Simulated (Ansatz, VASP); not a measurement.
**One calculation of B, two programs**

```
B
1.0
     2.79436   -1.44934   -0.00493
     2.79436    1.44934   -0.00493
    -0.11895    0.00000    3.26122
B
4
Direct
  0.23069 0.23069 0.32797
  0.09589 0.09589 0.80279
  0.76931 0.76931 0.67203
  0.90411 0.90411 0.19721
```

Alike in both runs: functional PBE; k mesh 6 × 6 × 6; occupations gaussian, width 0.1 eV; no spin polarisation.

Ansatz relaxed the structure, and its values are those at the end. VASP's run is a single point on that final structure, the one shown.

|  | VASP | Ansatz |
| --- | --- | --- |
| version | VASP 6.6.1 | Ansatz 0.2.0 |
| potentials or method | VASP PAW PBE potentials, release 64 (B), cutoff 520 eV | scalar-relativistic, plane waves, PAW |
| valence electrons in the cell | 12 | 12 |

Ansatz gave:

```
gap on the k mesh at the Fermi level (eV) : none
pressure (GPa)                            : 0.0
rms of the force components (eV/Å)        : 0.016
```

Task: Which values does VASP return?

Result: gap on the k mesh at the Fermi level (eV): none; pressure (GPa): 0.0; rms of the force components (eV/Å): 0.015.

A gap of «none» marks a metal or a gap that the smearing closes.

The k mesh is coarse, so the values compare programs but aren't converged.
